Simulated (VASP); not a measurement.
# Mo (Im-3m) in VASP: notebook

The runs below take Mo through single point, relaxation of cell and atoms, with LDA.

Program: VASP 6.6.1. These are calculated values, not measurements. Logs are shortened: lines on timing, memory, paths and dates and some standing lists are left out, and cuts for length are marked.

## 1. The cell of the first run

It takes space group Im-3m (No. 229, cubic). Conventional cell: a = 3.112 Å, b = 3.112 Å, c = 3.112 Å, α = 90.00°, β = 90.00°, γ = 90.00°. Within 3.6 Å of Mo (site symmetry m-3m) lie 14 Mo at 2.69 to 3.11 Å.

## 2. Single point, LDA

Contents of INCAR:

```
PREC = Accurate ; ENCUT = 520
EDIFF = 1E-6 ; ISMEAR = -1
SIGMA = 0.15 ; LREAL = F
LASPH = T ; NELM = 100
ALGO = Normal ; ISIF = 2
LWAVE = F ; LCHARG = T
GGA = CA ; LELF = T
LVHAR = T ; NBANDS = 13
```

Contents of KPOINTS:

```
Automatic mesh
0
Gamma
  16 16 16
```

Contents of POSCAR:

```
Mo
1.0
   -1.5557657183      1.5557657183      1.5557657183
    1.5557657183     -1.5557657183      1.5557657183
    1.5557657183      1.5557657183     -1.5557657183
Mo
1
Direct
    0.0000000000      0.0000000000      0.0000000000
```

Potentials or basis: VASP PAW LDA potentials, release 64 (Mo_sv).

Run with:

```
$ cat potpaw_LDA.64/Mo_sv/POTCAR > POTCAR
$ mpirun -np 1 vasp_std > vasp.out
```

OUTCAR:

```text
PREC = Accurate
   ENCUT = 520
   EDIFF = 1E-6
   ISMEAR = -1
   LREAL = F
   LASPH = T
   NELM = 100
   ISIF = 2
   GGA = CA

 ion  position               nearest neighbor table
   1  0.000  0.000  0.000-

  LATTYP: Found a body centered cubic cell.
 ALAT       =     3.1115314366

  Lattice vectors:

 A1 = (  -1.5557657183,   1.5557657183,   1.5557657183)
 A2 = (   1.5557657183,  -1.5557657183,   1.5557657183)
 A3 = (   1.5557657183,   1.5557657183,  -1.5557657183)

Analysis of symmetry for initial positions (statically):
=====================================================================
 Subroutine PRICEL returns:
 Original cell was already a primitive cell.

 Routine SETGRP: Setting up the symmetry group for a
 body centered cubic supercell.

 Subroutine GETGRP returns: Found 48 space group operations
 (whereof 48 operations were pure point group operations)
 out of a pool of 48 trial point group operations.

The static configuration has the point symmetry O_h .

Analysis of symmetry for dynamics (positions and initial velocities):
=====================================================================
 Subroutine PRICEL returns:
 Original cell was already a primitive cell.

 Routine SETGRP: Setting up the symmetry group for a
 body centered cubic supercell.

 Subroutine GETGRP returns: Found 48 space group operations
 (whereof 48 operations were pure point group operations)
 out of a pool of 48 trial point group operations.

The dynamic configuration has the point symmetry O_h .

 Subroutine INISYM returns: Found 48 space group operations
 (whereof 48 operations are pure point group operations),
 and found     1 'primitive' translations

----------------------------------------------------------------------------------------

                                     Primitive cell

  volume of cell :      15.0623

  direct lattice vectors                    reciprocal lattice vectors
    -1.555765718  1.555765718  1.555765718     0.000000000  0.321385151  0.321385151
     1.555765718 -1.555765718  1.555765718     0.321385151  0.000000000  0.321385151
     1.555765718  1.555765718 -1.555765718     0.321385151  0.321385151  0.000000000

  length of vectors
     2.694665269  2.694665269  2.694665269     0.454507239  0.454507239  0.454507239

  position of ions in fractional coordinates (direct lattice)
     0.000000000  0.000000000  0.000000000

  ion indices of the primitive-cell ions
   primitive index   ion index
                 1           1

----------------------------------------------------------------------------------------

 KPOINTS: Automatic mesh

Automatic generation of k-mesh.
 Grid dimensions read from file:
 generate k-points for:   16   16   16

 Generating k-lattice:

  Cartesian coordinates                     Fractional coordinates (reciprocal lattice)
     0.000000000  0.020086572  0.020086572     0.062500000  0.000000000  0.000000000
     0.020086572  0.000000000  0.020086572     0.000000000  0.062500000  0.000000000
     0.020086572  0.020086572  0.000000000     0.000000000  0.000000000  0.062500000

  Length of vectors
     0.028406702  0.028406702  0.028406702

  Shift w.r.t. Gamma in fractional coordinates (k-lattice)
     0.000000000  0.000000000  0.000000000

 Subroutine IBZKPT returns following result:
 ===========================================

 Found    145 irreducible k-points:

 Following reciprocal coordinates:
            Coordinates               Weight
  0.000000  0.000000  0.000000      1.000000
  0.062500  0.000000  0.000000     12.000000
  0.125000  0.000000  0.000000     12.000000
  0.187500  0.000000  0.000000     12.000000
  0.250000  0.000000  0.000000     12.000000
  0.312500  0.000000  0.000000     12.000000
[... 16 lines left out ...]
  0.187500  0.187500  0.000000     24.000000
  0.250000  0.187500  0.000000     48.000000
 [... further k-points ...]
   k-points           NKPTS =    145   k-points in BZ     NKDIM =    145   number of bands    NBANDS=     13
   number of dos      NEDOS =    301   number of ions     NIONS =      1
   total plane-waves  NPLWV =   8000
   dimension x,y,z NGX =    20 NGY =   20 NGZ =   20
   dimension x,y,z NGXF=    40 NGYF=   40 NGZF=   40
   ions per type =               1
   NGX,Y,Z   is equivalent  to a cutoff of  12.34, 12.34, 12.34 a.u.
   NGXF,Y,Z  is equivalent  to a cutoff of  24.68, 24.68, 24.68 a.u.
 SYSTEM =  unknown system
   PREC   = accura    normal or accurate (medium, high low for compatibility)
   ISTART =      0    job   : 0-new  1-cont  2-samecut
   ICHARG =      2    charge: 1-file 2-atom 10-const
   ISPIN  =      1    spin polarized calculation?
   LNONCOLLINEAR =      F non collinear calculations
   LSORBIT =      F    spin-orbit coupling
   LASPH  =      T    aspherical Exc in radial PAW
   ENCUT  =  520.0 eV  38.22 Ry    6.18 a.u.   5.01  5.01  5.01*2*pi/ulx,y,z
   NELM   =    100;   NELMIN=  2; NELMDL= -5     # of ELM steps
   EDIFF  = 0.1E-05   stopping-criterion for ELM
   LREAL  =      F    real-space projection
   EDIFFG = 0.1E-04   stopping-criterion for IOM
   NSW    =      0    number of steps for IOM
   IBRION =     -1    ionic relax: 0-MD 1-quasi-New 2-CG
   NFREE  =      0    steps in history (QN), initial steepest desc. (CG)
   ISIF   =      2    stress and relaxation
   ISYM   =      2    0-nonsym 1-usesym 2-fastsym
   POTIM  = 0.5000    time-step for ionic-motion
   TEBEG  =    0.0;   TEEND  =   0.0 temperature during run
   PSTRESS=    0.0 pullay stress
   NELECT =      14.0000    total number of electrons
   NUPDOWN=      -1.0000    fix difference up-down
   EMIN   =  10.00;   EMAX   =-10.00  energy-range for DOS
   EFERMI =   0.00;   METHOD = LEGACY
   ISMEAR =    -1;   SIGMA  =   0.15  broadening in eV -4-tet -1-fermi 0-gaus
   EFERMI_NEDOS =   21; number of points for ismear=-14 and -15
   IALGO  =     38    algorithm
   IMIX   =      4    mixing-type and parameters
     AMIX     =   0.40;   BMIX     =  1.00
     AMIX_MAG =   1.60;   BMIX_MAG =  1.00
  volume/ion in A,a.u.               =      15.06       101.65
  Fermi-wavevector in a.u.,A,eV,Ry     =   1.597668  3.019156 34.729474  2.552544
  Thomas-Fermi vector in A             =   2.695239
   LORBIT       =      0    0 simple, 1 ext, 2 COOP (PROOUT), +10 PAW based schemes
   GGA     = CA    functional components
   LHFCALC =     F    Hartree Fock is set to
   AEXX    =    0.0000 exact exchange contribution
   IVDW    =     0    specifies the selected vdW correction
   LEPSILON=     F    determine dielectric tensor
   LRPA    =     F    only Hartree local field effects (RPA)
 non-spin polarized calculation
  energy-cutoff  :      520.00
  volume of cell :       15.06
 maximum number of plane-waves:       420
   NGX =  9   NGY =  9   NGZ =  9

 number of electron      13.9999996 magnetization

 Free energy of the ion-electron system (eV)
  ---------------------------------------------------
  ext. energy  EPLUGINS =         0.00000000
  ---------------------------------------------------
  free energy    TOTEN  =       -12.15678709 eV

  energy without entropy =      -12.11150011  energy(sigma->0) =      -12.13414360

 E-fermi :  13.0676     XC(G=0): -13.8108

 val. band max:       13.0556370783   @ k =  -0.1875   0.1875   0.0625
 cond. band min:      13.0887993930   @ k =  -0.1250   0.1250   0.1250
 fundamental gap:      0.0331623147
 Fermi energy:        13.0675995286

 k-point     1 :       0.0000    0.0000    0.0000
  band No.  band energies     occupation
      1     -47.8610      2.00000
      2     -21.2096      2.00000
      3     -21.2096      2.00000
      4     -21.2096      2.00000
      5       5.7316      2.00000
      6      11.6321      1.99986
      7      11.6321      1.99986
      8      11.6321      1.99986
      9      14.7739      0.00002
     10      14.7739      0.00002
     11      27.9523      0.00000
     12      27.9523      0.00000
     13      27.9523      0.00000

 k-point     2 :       0.0625    0.0000    0.0000
  band No.  band energies     occupation
      1     -47.8493      2.00000
      2     -21.2752      2.00000
      3     -21.2296      2.00000
      4     -21.2102      2.00000
      5       5.9128      2.00000
      6      11.5282      1.99993
      7      11.6151      1.99988
      8      11.8035      1.99956
      9      14.6188      0.00006
     10      14.7761      0.00002
     11      28.0924      0.00000
     12      28.2581      0.00000
     13      28.3298      0.00000

 k-point     3 :       0.1250    0.0000    0.0000
  band No.  band energies     occupation
      1     -47.8159      2.00000
      2     -21.4595      2.00000
      3     -21.2864      2.00000
      4     -21.2118      2.00000
      5       6.4196      2.00000
      6      11.2458      1.99999
      7      11.5372      1.99993
      8      12.3089      1.98736
      9      14.3102      0.00051
     10      14.7917      0.00002
     11      28.4091      0.00000
     12      29.1427      0.00000
     13      29.2301      0.00000
[... 305 lines left out ...]
 k-point    23 :       0.1875    0.1875    0.0000
  band No.  band energies     occupation
      1     -47.6309      2.00000
      2     -22.3038      2.00000
      3     -21.5958      2.00000
      4     -21.3276      2.00000
      5       8.6540      2.00000
      6      10.2483      2.00000
      7      10.8078      2.00000
      8      13.9450      0.00575
      9      15.4587      0.00000
     10      16.4425      0.00000
     11      27.7818      0.00000
     12      29.0757      0.00000
     13      32.2318      0.00000

 k-point    24 :       0.2500    0.1875    0.0000
  band No.  band energies     occupation
      1     -47.5830      2.00000
      2     -22.4638      2.00000
      3     -21.7295      2.00000
      4     -21.3490      2.00000
      5       8.7513      2.00000
      6      10.0102      2.00000
      7      11.2541      1.99999
      8      14.1900      0.00112
      9      15.6036      0.00000
     10      17.9810      0.00000
     11      26.6522      0.00000
     12      28.2173      0.00000
     13      31.1237      0.00000

 [... further k-points ...]

------------------------ aborting loop because EDIFF is reached ----------------------------------------

  FORCE on cell =-STRESS in cart. coord.  units (eV):
  Direction    XX          YY          ZZ          XY          YZ          ZX
  --------------------------------------------------------------------------------------
  -------------------------------------------------------------------------------------
  Total        0.1085925      0.1085925      0.1085925     -0.0000000     -0.0000000     -0.0000000
  in kB       11.5509579     11.5509579     11.5509579     -0.0000000     -0.0000000     -0.0000000
  external PRESSURE =      11.5509579 kB  Pullay stress =       0.0000000 kB

 VOLUME and BASIS-vectors are now :
 -----------------------------------------------------------------------------
  energy-cutoff  :      520.00
  volume of cell :       15.06
      direct lattice vectors                 reciprocal lattice vectors
    -1.555765718  1.555765718  1.555765718     0.000000000  0.321385151  0.321385151
     1.555765718 -1.555765718  1.555765718     0.321385151  0.000000000  0.321385151
     1.555765718  1.555765718 -1.555765718     0.321385151  0.321385151  0.000000000

 POSITION                                       TOTAL-FORCE (eV/Angst)
 -----------------------------------------------------------------------------------
      0.00000      0.00000      0.00000         0.000000     -0.000000      0.000000
 -----------------------------------------------------------------------------------
    total drift:                                0.000000     -0.000000      0.000000

  FREE ENERGIE OF THE ION-ELECTRON SYSTEM (eV)
  ---------------------------------------------------
  free  energy   TOTEN  =       -12.1567870859 eV

  energy  without entropy=      -12.1115001115  energy(sigma->0) =      -12.13414360
```

Run time: 7.8 s. Hardware: 1 thread of Intel Xeon 6975P-C (Granite Rapids), shared host; peak memory 0.13 GiB.

What came out:

* Free energy: -12.1568 eV
* Pressure: 1.2 GPa
* Band gap on the k mesh: zero (band 7 reaches 17.31 eV, above the bottom of band 8 at 11.63 eV)

## 3. Relaxation of cell and atoms, LDA

Contents of INCAR:

```
SYSTEM = Mo
  PREC = Accurate
  ENCUT = 600
  EDIFF = 1E-6
  ISMEAR = 0
  SIGMA = 0.1
  LREAL = .False.
  LASPH = .True.
  NELM = 80
  ALGO = Normal
  ISIF = 3
  LWAVE = .False.
  LCHARG = .False.
  IBRION = 2
  NSW = 100
  EDIFFG = -0.002
```

Contents of KPOINTS:

```
regular mesh
0
Gamma
  16 16 16
  0 0 0
```

Contents of POSCAR:

```
Mo
1.0
   -1.5561785687      1.5561785687      1.5561785687
    1.5561785687     -1.5561785687      1.5561785687
    1.5561785687      1.5561785687     -1.5561785687
Mo
1
Direct
    0.0000000000      0.0000000000      0.0000000000
```

Potentials or basis: VASP PAW LDA potentials, release 64 (Mo_sv).

Run with:

```
$ cat potpaw_LDA.64/Mo_sv/POTCAR > POTCAR
$ mpirun -np 1 vasp_std > vasp.out
```

Run time: 14 s. Hardware: 1 thread of Intel Xeon 6975P-C (Granite Rapids), shared host; peak memory 0.16 GiB.

Results (log left out):

```
Free energy                            : -12.1371 eV
Relaxed volume                         : 15.11 Å³/atom
Relaxed cell                           : a = 2.698 Å, b = 2.698 Å, c = 2.698 Å, α = 109.47°, β = 109.47°, γ = 109.47°
Space group after relaxing (to 0.05 Å) : Im-3m (No. 229)
Energy gained by relaxing              : 0.1 meV/atom
Ionic steps                            : 3
Pressure after relaxing                : 0.0 GPa
Band gap on the k mesh                 : zero (band 7 reaches 17.23 eV, above the bottom of band 8 at 11.58 eV)
```

Final structure:
```
CELL_PARAMETERS angstrom
-1.55746 1.55746 1.55746
1.55746 -1.55746 1.55746
1.55746 1.55746 -1.55746
ATOMIC_POSITIONS crystal
Mo 0.00000 0.00000 0.00000
```

Levels at points of the mesh, in eV from the Fermi level:
```tsv
k point	band 4	band 5	band 6	band 7	band 8	band 9	band 10	band 11
(0.00, 0.00, 0.00)	-34.31	-7.35	-1.45	-1.45	-1.45	1.67	1.67	14.86
(0.50, 0.00, 0.00)	-34.33	-5.56	-3.59	1.73	1.80	2.38	5.01	12.01
(0.50, 0.50, 0.50)	-35.40	-5.75	-5.75	4.19	4.19	4.19	9.30	9.30
```

## 4. Relaxation of cell and atoms, LDA

Contents of INCAR:

```
ALGO = Normal
EDIFF = 1E-6
EDIFFG = -0.001
ENCUT = 600
GGA = CA
IBRION = 2
ISIF = 3
ISMEAR = -1
LASPH = T
LCHARG = F
LREAL = F
LWAVE = F
NELM = 60
NSW = 80
PREC = Accurate
SIGMA = 0.15
```

Contents of KPOINTS:

```
k-points
0
Gamma
  16 16 16
```

Contents of POSCAR:

```
Mo
1.0
   -1.5554613870      1.5554613870      1.5554613870
    1.5554613870     -1.5554613870      1.5554613870
    1.5554613870      1.5554613870     -1.5554613870
Mo
1
Direct
    0.0000000000      0.0000000000      0.0000000000
```

Run with:

```
$ cat potpaw_LDA.64/Mo_sv/POTCAR > POTCAR
$ mpirun -np 1 vasp_std > vasp.out
```

Run time: 17 s. Hardware: 1 thread of Intel Xeon 6975P-C (Granite Rapids), shared host; peak memory 0.15 GiB.

It converged, with:

```
Free energy                            : -12.1569 eV
Relaxed volume                         : 15.12 Å³/atom
Relaxed cell                           : a = 2.698 Å, b = 2.698 Å, c = 2.698 Å, α = 109.47°, β = 109.47°, γ = 109.47°
Space group after relaxing (to 0.05 Å) : Im-3m (No. 229)
Energy gained by relaxing              : 0.3 meV/atom
Ionic steps                            : 4
Pressure after relaxing                : 0.0 GPa
Band gap on the k mesh                 : zero (band 7 reaches 17.22 eV, above the bottom of band 8 at 11.58 eV)
```

Step by step:
```csv
step,energy change (eV),largest force (eV/Å),pressure (GPa),volume (Å³)
1,0.0000,0.0000,1.30,15.05
2,0.0021,0.0000,-3.70,15.32
3,-0.0003,0.0000,-0.03,15.12
4,-0.0003,0.0000,0.00,15.12
```

Final structure:
```yaml
crystal:
  lattice:
    - [-1.55773, 1.55773, 1.55773]
    - [1.55773, -1.55773, 1.55773]
    - [1.55773, 1.55773, -1.55773]
  atoms:
    - { symbol: Mo, position: [0.00000, 0.00000, 0.00000] }
```

Levels at points of the mesh, in eV from the Fermi level:
| k point | band 5 | band 6 | band 7 | band 8 | band 9 | band 10 |
| --- | --- | --- | --- | --- | --- | --- |
| (0.00, 0.00, 0.00) | -7.32 | -1.43 | -1.43 | -1.43 | 1.70 | 1.70 |
| (0.50, 0.00, 0.00) | -5.53 | -3.56 | 1.76 | 1.82 | 2.41 | 5.03 |
| (0.50, 0.50, 0.50) | -5.72 | -5.72 | 4.22 | 4.22 | 4.22 | 9.32 |

## 5. Summary

| task | cell | cutoff (eV) | smearing | gap on the mesh (eV) | pressure (GPa) | relaxed volume (Å³/atom) |
| --- | --- | --- | --- | --- | --- | --- |
| single point | a = 2.695 Å, angles 109.5°, 1 atom | 520 | fermi-dirac 0.15 eV | none | 1.2 | - |
| relaxation of cell and atoms | relaxed from a = 2.695 Å, angles 109.5°, 1 atom | 600 | gaussian 0.1 eV | none | 0.0 | 15.11 |
| relaxation of cell and atoms | relaxed from a = 2.694 Å, angles 109.5°, 1 atom | 600 | fermi-dirac 0.15 eV | none | 0.0 | 15.12 |

Alike in all rows: level LDA; potentials or basis VASP PAW LDA potentials, release 64 (Mo_sv); no spin polarisation; k mesh 16 × 16 × 16.

Absolute energies hang on the potentials; compare differences alone.
